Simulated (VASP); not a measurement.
Wanted: the native input for a VASP 6.6.1 run.

- Task: single point
- Functional: PBE
- Potentials or basis: VASP PAW PBE potentials, release 64 (Ta_pv)
- Cutoff: 520 eV
- k mesh: 20 × 20 × 20
- Occupations: gaussian, width 0.15 eV
- Spin: no spin polarisation
- Dipole correction: no
- Further INCAR settings: ALGO = Fast; EDIFF = 1e-06; NBANDS = 12

The structure of Ta lies in POSCAR:

```
Ta
1.0
   -1.5525145707      1.5525145707      1.9718487563
    1.5525145707     -1.5525145707      1.9718487563
    1.5525145707      1.5525145707     -1.9718487563
Ta
1
Direct
    0.0000000000      0.0000000000      0.0000000000
```

This cell differs from its parent crystal: volume 19.011 Å^3 an atom, c/a of the conventional cell 1.2701.

One way to write it, as run:

INCAR

```
SYSTEM = Ta
PREC = Accurate
ENCUT = 520
EDIFF = 1E-6
ISMEAR = 0
SIGMA = 0.15
LREAL = .FALSE.
LASPH = .TRUE.
NELM = 80
ALGO = Fast
ISIF = 2
LWAVE = .FALSE.
LCHARG = .TRUE.
GGA = PE
LELF = .TRUE.
LVHAR = .TRUE.
NBANDS = 12
```

KPOINTS

```
regular mesh
0
G
  20 20 20
  0 0 0
```

Potentials or basis: VASP PAW PBE potentials, release 64 (Ta_pv).

Run with:

```console
$ cat potpaw_PBE.64/Ta_pv/POTCAR > POTCAR
$ mpirun -np 1 vasp_std > vasp.out
```

It gave:

- Pressure: -3.4 GPa

Wall time 67 s on 1 thread of Intel Xeon 6975P-C, with other jobs on the host, peak memory 0.26 GiB.
